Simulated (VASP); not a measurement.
# RbBr (P4/mmm) in VASP: further runs

The runs below take RbBr through single point, with PBE, r2SCAN.

All numbers are computed with VASP 6.6.1; they aren't measurements. Logs are shortened: lines on timing, memory, paths and dates and some standing lists are left out, and cuts for length are marked.

## (1) The cell of the first run

Symmetry: P4/mmm, No. 123, tetragonal system. Conventional cell: a = 4.128 Å, b = 4.128 Å, c = 4.056 Å, α = 90.00°, β = 90.00°, γ = 90.00°. Rb (site symmetry 4/mmm) has 8 Br at 3.55 Å and 6 Rb at 4.06 to 4.13 Å within 4.7 Å. Br (site symmetry 4/mmm) has 8 Rb at 3.55 Å and 6 Br at 4.06 to 4.13 Å within 4.7 Å.

## (2) Single point, PBE (uniaxial z strain -1.7%)

INCAR

```
ALGO = Normal ; EDIFF = 1E-6
ENCUT = 520 ; GGA = PE
ISIF = 2 ; ISMEAR = -1
LASPH = T ; LCHARG = F
LREAL = F ; LWAVE = F
NBANDS = 15 ; NELM = 100
PREC = Accurate ; SIGMA = 0.02
```

KPOINTS

```
k-points
0
Gamma
  6 6 6
```

POSCAR

```
RbBr
1.0
    4.1279266285      0.0000000000      0.0000000000
    0.0000000000      4.1279266285      0.0000000000
    0.0000000000      0.0000000000      4.0561007052
Rb Br
1 1
Direct
    0.0000000000      0.0000000000      0.0000000000
    0.5000000000      0.5000000000      0.5000000000
```

Potentials or basis: VASP PAW PBE potentials, release 64 (Rb_sv, Br).

Command:

```
> cat potpaw_PBE.64/Rb_sv/POTCAR potpaw_PBE.64/Br/POTCAR > POTCAR
> mpirun -np 1 vasp_std > vasp.out
```

OUTCAR:

```text
EDIFF = 1E-6
   ENCUT = 520
   GGA = PE
   ISIF = 2
   ISMEAR = -1
   LASPH = T
   LREAL = F
   NELM = 100
   PREC = Accurate

 ion  position               nearest neighbor table
   1  0.000  0.000  0.000-   2 3.55   2 3.55   2 3.55   2 3.55   2 3.55   2 3.55   2 3.55   2 3.55

   2  0.500  0.500  0.500-   1 3.55   1 3.55   1 3.55   1 3.55   1 3.55   1 3.55   1 3.55   1 3.55

  LATTYP: Found a simple tetragonal cell.
 ALAT       =     4.1279266285
 C/A-ratio  =     0.9826000000

  Lattice vectors:

 A1 = (   4.1279266285,   0.0000000000,   0.0000000000)
 A2 = (   0.0000000000,   4.1279266285,   0.0000000000)
 A3 = (   0.0000000000,   0.0000000000,   4.0561007052)

Analysis of symmetry for initial positions (statically):
=====================================================================
 Subroutine PRICEL returns:
 Original cell was already a primitive cell.

 Routine SETGRP: Setting up the symmetry group for a
 simple tetragonal supercell.

 Subroutine GETGRP returns: Found 16 space group operations
 (whereof 16 operations were pure point group operations)
 out of a pool of 16 trial point group operations.

The static configuration has the point symmetry D_4h.

Analysis of symmetry for dynamics (positions and initial velocities):
=====================================================================
 Subroutine PRICEL returns:
 Original cell was already a primitive cell.

 Routine SETGRP: Setting up the symmetry group for a
 simple tetragonal supercell.

 Subroutine GETGRP returns: Found 16 space group operations
 (whereof 16 operations were pure point group operations)
 out of a pool of 16 trial point group operations.

The dynamic configuration has the point symmetry D_4h.

 Subroutine INISYM returns: Found 16 space group operations
 (whereof 16 operations are pure point group operations),
 and found     1 'primitive' translations

----------------------------------------------------------------------------------------

                                     Primitive cell

  volume of cell :      69.1151

  direct lattice vectors                    reciprocal lattice vectors
     4.127926629  0.000000000  0.000000000     0.242252368  0.000000000  0.000000000
     0.000000000  4.127926629  0.000000000     0.000000000  0.242252368  0.000000000
     0.000000000  0.000000000  4.056100705     0.000000000  0.000000000  0.246542202

  length of vectors
     4.127926629  4.127926629  4.056100705     0.242252368  0.242252368  0.246542202

  position of ions in fractional coordinates (direct lattice)
     0.000000000  0.000000000  0.000000000
     0.500000000  0.500000000  0.500000000

  ion indices of the primitive-cell ions
   primitive index   ion index
                 1           1
                 2           2

----------------------------------------------------------------------------------------

 KPOINTS: k-points

Automatic generation of k-mesh.
 Grid dimensions read from file:
 generate k-points for:    6    6    6

 Generating k-lattice:

  Cartesian coordinates                     Fractional coordinates (reciprocal lattice)
     0.040375395  0.000000000  0.000000000     0.166666667  0.000000000  0.000000000
     0.000000000  0.040375395  0.000000000     0.000000000  0.166666667  0.000000000
     0.000000000  0.000000000  0.041090367     0.000000000  0.000000000  0.166666667

  Length of vectors
     0.040375395  0.040375395  0.041090367

  Shift w.r.t. Gamma in fractional coordinates (k-lattice)
     0.000000000  0.000000000  0.000000000

 Subroutine IBZKPT returns following result:
 ===========================================

 Found     40 irreducible k-points:

 Following reciprocal coordinates:
            Coordinates               Weight
  0.000000  0.000000  0.000000      1.000000
  0.166667  0.000000  0.000000      4.000000
  0.333333  0.000000  0.000000      4.000000
  0.500000  0.000000  0.000000      2.000000
  0.166667  0.166667  0.000000      4.000000
  0.333333  0.166667  0.000000      8.000000
[... 16 lines left out ...]
  0.333333  0.000000  0.333333      8.000000
  0.500000  0.000000  0.333333      4.000000
 [... further k-points ...]
   k-points           NKPTS =     40   k-points in BZ     NKDIM =     40   number of bands    NBANDS=     15
   number of dos      NEDOS =    301   number of ions     NIONS =      2
   total plane-waves  NPLWV =  30720
   dimension x,y,z NGX =    32 NGY =   32 NGZ =   30
   dimension x,y,z NGXF=    64 NGYF=   64 NGZF=   60
   ions per type =               1   1
   NGX,Y,Z   is equivalent  to a cutoff of  12.89, 12.89, 12.30 a.u.
   NGXF,Y,Z  is equivalent  to a cutoff of  25.78, 25.78, 24.59 a.u.
 SYSTEM =  unknown system
   PREC   = accura    normal or accurate (medium, high low for compatibility)
   ISTART =      0    job   : 0-new  1-cont  2-samecut
   ICHARG =      2    charge: 1-file 2-atom 10-const
   ISPIN  =      1    spin polarized calculation?
   LNONCOLLINEAR =      F non collinear calculations
   LSORBIT =      F    spin-orbit coupling
   LASPH  =      T    aspherical Exc in radial PAW
   ENCUT  =  520.0 eV  38.22 Ry    6.18 a.u.   7.68  7.68  7.54*2*pi/ulx,y,z
   NELM   =    100;   NELMIN=  2; NELMDL= -5     # of ELM steps
   EDIFF  = 0.1E-05   stopping-criterion for ELM
   LREAL  =      F    real-space projection
[... 7 lines left out ...]
   TEBEG  =    0.0;   TEEND  =   0.0 temperature during run
   PSTRESS=    0.0 pullay stress
   NELECT =      16.0000    total number of electrons
   NUPDOWN=      -1.0000    fix difference up-down
   EMIN   =  10.00;   EMAX   =-10.00  energy-range for DOS
   EFERMI =   0.00;   METHOD = LEGACY
   ISMEAR =    -1;   SIGMA  =   0.02  broadening in eV -4-tet -1-fermi 0-gaus
   EFERMI_NEDOS =   21; number of points for ismear=-14 and -15
   IALGO  =     38    algorithm
   IMIX   =      4    mixing-type and parameters
     AMIX     =   0.40;   BMIX     =  1.00
     AMIX_MAG =   1.60;   BMIX_MAG =  1.00
  volume/ion in A,a.u.               =      34.56       233.21
  Fermi-wavevector in a.u.,A,eV,Ry     =   1.005211  1.899574 13.747998  1.010449
  Thomas-Fermi vector in A             =   2.137876
   LORBIT       =      0    0 simple, 1 ext, 2 COOP (PROOUT), +10 PAW based schemes
   GGA     = PE    functional components
   LHFCALC =     F    Hartree Fock is set to
   AEXX    =    0.0000 exact exchange contribution
   IVDW    =     0    specifies the selected vdW correction
   LEPSILON=     F    determine dielectric tensor
   LRPA    =     F    only Hartree local field effects (RPA)
 non-spin polarized calculation
  energy-cutoff  :      520.00
  volume of cell :       69.12
 maximum number of plane-waves:      1888
 NGX is ok and might be reduce to    32
   NGX = 15   NGY = 15   NGZ = 15

 number of electron      16.0000002 magnetization

 Free energy of the ion-electron system (eV)
  ---------------------------------------------------
  ext. energy  EPLUGINS =         0.00000000
  ---------------------------------------------------
  free energy    TOTEN  =        -5.98743606 eV

  energy without entropy =       -5.98743606  energy(sigma->0) =       -5.98743606

 E-fermi :  -0.0543     XC(G=0):  -7.9985

 val. band max:       -0.5323288426   @ k =   0.5000   0.5000   0.0000
 cond. band min:       3.5475285588   @ k =   0.0000   0.0000   0.0000
 fundamental gap:      4.0798574015
 Fermi energy:        -0.0542865657

 k-point     1 :       0.0000    0.0000    0.0000
  band No.  band energies     occupation
      1     -25.6675      2.00000
      2     -13.2311      2.00000
      3      -9.6530      2.00000
      4      -9.6530      2.00000
      5      -9.6371      2.00000
      6      -0.7696      2.00000
      7      -0.7696      2.00000
      8      -0.6786      2.00000
      9       3.5475      0.00000
     10       4.9410      0.00000
     11       5.0106      0.00000
     12       9.2863      0.00000
     13       9.4403      0.00000
     14       9.4403      0.00000
     15      12.0111      0.00000

 k-point     2 :       0.1667    0.0000    0.0000
  band No.  band energies     occupation
      1     -25.6624      2.00000
      2     -13.2312      2.00000
      3      -9.6858      2.00000
      4      -9.6407      2.00000
      5      -9.6255      2.00000
      6      -1.2705      2.00000
      7      -0.7924      2.00000
      8      -0.6970      2.00000
      9       4.2118      0.00000
     10       5.2020      0.00000
     11       5.5551      0.00000
     12       9.1874      0.00000
     13       9.3211      0.00000
     14       9.5926      0.00000
     15      10.7990      0.00000

 k-point     3 :       0.3333    0.0000    0.0000
  band No.  band energies     occupation
      1     -25.6520      2.00000
      2     -13.2337      2.00000
      3      -9.7426      2.00000
      4      -9.6159      2.00000
      5      -9.6021      2.00000
      6      -2.0310      2.00000
      7      -0.8398      2.00000
      8      -0.7357      2.00000
      9       5.5406      0.00000
     10       5.7903      0.00000
     11       6.7710      0.00000
     12       9.0661      0.00000
     13       9.1797      0.00000
     14       9.2646      0.00000
     15       9.9686      0.00000

 k-point     4 :       0.5000    0.0000    0.0000
  band No.  band energies     occupation
      1     -25.6468      2.00000
      2     -13.2360      2.00000
      3      -9.7666      2.00000
      4      -9.6034      2.00000
      5      -9.5903      2.00000
      6      -2.3456      2.00000
      7      -0.8644      2.00000
      8      -0.7559      2.00000
      9       6.2815      0.00000
     10       6.5798      0.00000
     11       7.1117      0.00000
     12       8.1416      0.00000
     13       9.3550      0.00000
     14       9.3832      0.00000
     15      10.2342      0.00000
[... 307 lines left out ...]
 k-point    22 :       0.1667    0.0000    0.3333
  band No.  band energies     occupation
      1     -25.6440      2.00000
      2     -13.1865      2.00000
      3      -9.8158      2.00000
      4      -9.6733      2.00000
      5      -9.6022      2.00000
      6      -1.9102      2.00000
      7      -1.0901      2.00000
      8      -0.7880      2.00000
      9       5.6355      0.00000
     10       5.9755      0.00000
     11       7.1200      0.00000
     12       8.3635      0.00000
     13       8.5885      0.00000
     14       9.4480      0.00000
     15      10.0202      0.00000

 k-point    23 :       0.3333    0.0000    0.3333
  band No.  band energies     occupation
      1     -25.6343      2.00000
      2     -13.1178      2.00000
      3      -9.8984      2.00000
      4      -9.8024      2.00000
      5      -9.5835      2.00000
      6      -1.7458      2.00000
      7      -1.4779      2.00000
      8      -0.7151      2.00000
      9       5.3775      0.00000
     10       5.9662      0.00000
     11       7.7077      0.00000
     12       8.2742      0.00000
     13       8.3732      0.00000
     14       8.7747      0.00000
     15      10.4508      0.00000

 k-point    24 :       0.5000    0.0000    0.3333
  band No.  band energies     occupation
      1     -25.6295      2.00000
      2     -13.0825      2.00000
      3      -9.9039      2.00000
      4      -9.9014      2.00000
      5      -9.5741      2.00000
      6      -1.8210      2.00000
      7      -1.4823      2.00000
      8      -0.6777      2.00000
      9       5.1840      0.00000
     10       5.8543      0.00000
     11       7.6636      0.00000
     12       7.7512      0.00000
     13       8.6580      0.00000
     14       9.8213      0.00000
     15      10.9696      0.00000

 [... further k-points ...]
[... 5 lines left out ...]
  --------------------------------------------------------------------------------------
  -------------------------------------------------------------------------------------
  Total        0.4095170      0.4095170      0.6403601      0.0000000      0.0000000      0.0000000
  in kB        9.4931399      9.4931399     14.8443836      0.0000000      0.0000000      0.0000000
  external PRESSURE =      11.2768878 kB  Pullay stress =       0.0000000 kB

 VOLUME and BASIS-vectors are now :
 -----------------------------------------------------------------------------
  energy-cutoff  :      520.00
  volume of cell :       69.12
      direct lattice vectors                 reciprocal lattice vectors
     4.127926629  0.000000000  0.000000000     0.242252368  0.000000000  0.000000000
     0.000000000  4.127926629  0.000000000     0.000000000  0.242252368  0.000000000
     0.000000000  0.000000000  4.056100705     0.000000000  0.000000000  0.246542202

 POSITION                                       TOTAL-FORCE (eV/Angst)
 -----------------------------------------------------------------------------------
      0.00000      0.00000      0.00000         0.000000      0.000000      0.000000
      2.06396      2.06396      2.02805         0.000000      0.000000      0.000000
 -----------------------------------------------------------------------------------
    total drift:                                0.000000      0.000000     -0.000000

  FREE ENERGIE OF THE ION-ELECTRON SYSTEM (eV)
  ---------------------------------------------------
  free  energy   TOTEN  =        -5.9874360610 eV

  energy  without entropy=       -5.9874360610  energy(sigma->0) =       -5.98743606
```

It took 17 s on 1 thread of Intel Xeon 6975P-C (Granite Rapids), shared host; peak memory 0.19 GiB.

Results:

```
Free energy            : -5.9874 eV
Pressure               : 1.1 GPa
Band gap on the k mesh : 4.08 eV (least direct gap 4.23 eV)
```

Levels at points of the mesh, in eV from the valence-band top:
```
           k point  band 5  band 6  band 7  band 8  band 9  band 10  band 11  band 12
(0.00, 0.00, 0.00)   -9.10   -0.24   -0.24   -0.15    4.08     5.47     5.54     9.82
(0.50, 0.00, 0.00)   -9.06   -1.81   -0.33   -0.22    6.81     7.11     7.64     8.67
(0.50, 0.50, 0.00)   -9.03   -1.12   -1.12    0.00    5.23     6.27     8.04     8.04
(0.00, 0.00, 0.50)   -9.07   -1.82   -0.31   -0.31    6.87     7.14     7.75     8.64
(0.50, 0.00, 0.50)   -9.03   -1.15   -1.10   -0.08    5.28     6.13     7.84     7.90
(0.50, 0.50, 0.50)   -9.34   -1.45   -1.42   -1.42    8.21     8.21     8.29     9.33
```

Caveat: the cell differs from its parent crystal (uniaxial z strain -1.7%); the structure was generated, so it needn't be the stable form of RbBr. A k mesh can miss the band edges.

[end of part 1 of 2]
